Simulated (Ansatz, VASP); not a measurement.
## ScAl5: VASP beside Ansatz

INCAR

```
PREC = Accurate
ENCUT = 600
EDIFF = 1E-6
ISMEAR = 0
SIGMA = 0.1
LREAL = F
LASPH = T
NELM = 80
ALGO = Normal
ISIF = 3
LWAVE = F
LCHARG = F
GGA = PE
IBRION = 2
NSW = 90
EDIFFG = -0.04
```

Contents of KPOINTS:

```
Automatic mesh
0
Gamma
  6 6 2
```

POSCAR

```
ScAl5
1.0
    2.8338751000      0.0000000000      0.0000000000
    0.0000000000      2.8338751000      0.0000000000
    0.0000000000      0.0000000000     12.0231138100
Sc Al
1 5
Direct
    0.5000000000      0.5000000000      0.5000000000
    0.0000000000      0.0000000000      0.0000000000
    0.5000000000      0.5000000000      0.1666666700
    0.0000000000      0.0000000000      0.3333333300
    0.0000000000      0.0000000000      0.6666666700
    0.5000000000      0.5000000000      0.8333333300
```

Input for Ansatz:

```yaml
crystal:
  lattice:
    - [2.8338751, 0.0, 0.0]
    - [0.0, 2.8338751, 0.0]
    - [0.0, 0.0, 12.02311381]
  atoms:
    - { symbol: Sc, position: [0.5, 0.5, 0.5] }
    - { symbol: Al, position: [0.0, 0.0, 0.0] }
    - { symbol: Al, position: [0.5, 0.5, 0.16666667] }
    - { symbol: Al, position: [0.0, 0.0, 0.33333333] }
    - { symbol: Al, position: [0.0, 0.0, 0.66666667] }
    - { symbol: Al, position: [0.5, 0.5, 0.83333333] }
basis:
  ecutwfc: 420
kpoints:
  mp_grid: { grid: [6, 6, 2] }
hamiltonian:
  xc: pbe
scf:
  occupations: { method: gaussian, width: 0.1 }
  lower_state_search: "off"
output:
  forces: true
  stress: true
  eigenvalues: true
relax:
  adjacent_minimum: "off"
  f_tol: 0.04
  max_steps: 70
  cell: { stress_tol: 0.4 }
```

Alike in both runs: task relaxation of cell and atoms; functional PBE; k mesh 6 × 6 × 2; occupations gaussian, width 0.1 eV; no spin polarisation.

|  | VASP | Ansatz |
| --- | --- | --- |
| version | VASP 6.6.1 | Ansatz 0.2.0 |
| potentials or method | VASP PAW PBE potentials, release 64 (Sc_sv, Al), cutoff 600 eV | scalar-relativistic, plane waves, PAW |
| valence electrons in the cell | 26 | 26 |

Ansatz gave:

```
gap on the k mesh at the Fermi level, each at its own relaxed structure (eV) : none
relaxed volume (Å³/atom)                                                     : 17.44
relaxed cell length with the largest relative difference (Å)                 : 12.391
```

Which values does VASP return?

gap on the k mesh at the Fermi level, each at its own relaxed structure (eV): none; relaxed volume (Å³/atom): 17.41; relaxed cell length with the largest relative difference (Å): 12.411.

A gap of «none» marks a metal or a gap that the smearing closes.

The k mesh is coarse, so the values compare programs but aren't converged. Noted on VASP's run: too few bands were computed for a metal, which touches its energy and stress.
